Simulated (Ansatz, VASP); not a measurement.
Al9H: VASP beside Ansatz

File INCAR:

```
  ALGO = Normal
  DIPOL = 0.5 0.5 0.299
  EDIFF = 1E-7
  ENCUT = 520
  GGA = PE
  IDIPOL = 3
  ISIF = 2
  ISMEAR = 0
  LASPH = True
  LCHARG = False
  LDIPOL = True
  LREAL = Auto
  LWAVE = False
  NBANDS = 44
  NELM = 60
  PREC = Accurate
  SIGMA = 0.1
```

KPOINTS

```
k-points
0
Gamma
  5 3 1
```

Contents of POSCAR:

```
Al9H
1.0
    5.7070863106      0.0000000000      0.0000000000
   -1.4267715776      9.7014842380      0.0000000000
    0.0000000000      0.0000000000     22.7903703519
Al H
18 2
Direct
    0.2662216041      0.0648864163      0.1755127248
    0.7662216041      0.0648864163      0.1755127248
    0.3354806058      0.3419224231      0.2192029854
    0.8354806058      0.3419224231      0.2192029854
    0.1493324061      0.5973296244      0.2279410375
    0.6493324061      0.5973296244      0.2279410375
    0.4631842064      0.8527368258      0.2366790896
    0.9631842065      0.8527368258      0.2366790896
    0.0319772093      0.1277109169      0.2808262502
    0.5319772093      0.1277109169      0.2808262502
    0.0997917601      0.4042231294      0.3301071124
    0.5997917601      0.4042231294      0.3301071124
    0.4144000537      0.6596656514      0.3369822081
    0.9144000537      0.6596656514      0.3369822081
    0.2263076916      0.9110819252      0.3449259130
    0.7263076916      0.9110819252      0.3449259130
    0.2962427243      0.1814072004      0.3857054631
    0.7962427243      0.1814072004      0.3857054631
    0.6062643800      0.3303515454      0.4475736986
    0.6062643800      0.5189126719      0.4475736986
```

Input for Ansatz:

```yaml
crystal:
  lattice:
    - [5.7070863106, 0.0, 0.0]
    - [-1.4267715776, 9.701484238, 0.0]
    - [0.0, 0.0, 22.7903703519]
  atoms:
    - { symbol: Al, position: [0.2662216041, 0.0648864163, 0.1755127248] }
    - { symbol: Al, position: [0.7662216041, 0.0648864163, 0.1755127248] }
    - { symbol: Al, position: [0.3354806058, 0.3419224231, 0.2192029854] }
    - { symbol: Al, position: [0.8354806058, 0.3419224231, 0.2192029854] }
    - { symbol: Al, position: [0.1493324061, 0.5973296244, 0.2279410375] }
    - { symbol: Al, position: [0.6493324061, 0.5973296244, 0.2279410375] }
    - { symbol: Al, position: [0.4631842064, 0.8527368258, 0.2366790896] }
    - { symbol: Al, position: [0.9631842065, 0.8527368258, 0.2366790896] }
    - { symbol: Al, position: [0.0319772093, 0.1277109169, 0.2808262502] }
    - { symbol: Al, position: [0.5319772093, 0.1277109169, 0.2808262502] }
    - { symbol: Al, position: [0.0997917601, 0.4042231294, 0.3301071124] }
    - { symbol: Al, position: [0.5997917601, 0.4042231294, 0.3301071124] }
    - { symbol: Al, position: [0.4144000537, 0.6596656514, 0.3369822081] }
    - { symbol: Al, position: [0.9144000537, 0.6596656514, 0.3369822081] }
    - { symbol: Al, position: [0.2263076916, 0.9110819252, 0.344925913] }
    - { symbol: Al, position: [0.7263076916, 0.9110819252, 0.344925913] }
    - { symbol: Al, position: [0.2962427243, 0.1814072004, 0.3857054631] }
    - { symbol: Al, position: [0.7962427243, 0.1814072004, 0.3857054631] }
    - { symbol: H, position: [0.60626438, 0.3303515454, 0.4475736986] }
    - { symbol: H, position: [0.60626438, 0.5189126719, 0.4475736986] }
basis:
  ecutwfc: 420
kpoints:
  mp_grid: { grid: [5, 3, 1] }
hamiltonian:
  xc: pbe
  pseudopotentials: { kind: paw, azcp: { folder: soft_1 } }
scf:
  occupations: { method: gaussian, width: 0.1 }
output:
  forces: true
  eigenvalues: true
  write_density: true
  write_potential: true
  elf: true
  volumetric_format: npy
efield:
  axis: 3
  dipole_correction: true
  ramp_width: 0.04
```

Alike in both runs: task single point; functional PBE; k mesh 5 × 3 × 1; occupations gaussian, width 0.1 eV; no spin polarisation.

|  | VASP | Ansatz |
| --- | --- | --- |
| version | VASP 6.6.1 | Ansatz 0.2.0 |
| potentials or method | VASP PAW PBE potentials, release 64 (Al, H), cutoff 520 eV | scalar-relativistic, plane waves, PAW |
| valence electrons in the cell | 56 | 56 |

```tsv
	VASP	Ansatz	Ansatz less VASP
gap on the k mesh at the Fermi level (eV)	none	none	-
rms of the force components (eV/Å)	0.237	0.237	+0.0001
```

Atom by atom the forces differ by 0.001 eV/Å (rms over components). A gap of «none» marks a metal or a gap that the smearing closes. Ansatz's warnings: xc potential rough in thin density.
